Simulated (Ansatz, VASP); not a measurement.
**One calculation of CdS, two programs**

```
Cd S
1.0
    -1.95169    1.95169    2.74106
     1.95169   -1.95169    2.74106
     1.95169    1.95169   -2.74106
Cd S
1 1
Direct
  0.50000 0.50000 0.00000
  0.00000 0.00000 0.00000
```

Alike in both runs: functional PBE; k mesh 5 × 5 × 5; occupations gaussian, width 0.15 eV; no spin polarisation.

Ansatz relaxed the structure, and its values are those at the end. VASP's run is a single point on that final structure, the one shown.

|  | VASP | Ansatz |
| --- | --- | --- |
| version | VASP 6.6.1 | Ansatz 0.2.0 |
| potentials or method | VASP PAW PBE potentials, release 64 (Cd, S), cutoff 500 eV | scalar-relativistic, plane waves, PAW |
| valence electrons in the cell | 18 | 26 |

VASP gave:

```
gap on the k mesh at the Fermi level (eV) : 0.73
least direct gap on the mesh (eV)         : 1.50
pressure (GPa)                            : 0.0
```

Question: What did Ansatz give for the same quantities?

Answer: gap on the k mesh at the Fermi level (eV): 0.74; least direct gap on the mesh (eV): 1.53; pressure (GPa): -0.4.

VASP's potentials hold 18 valence electrons a cell and Ansatz's 26, so a difference there can come from the potentials and not from the codes.

The k mesh is coarse, so the values compare programs but aren't converged.
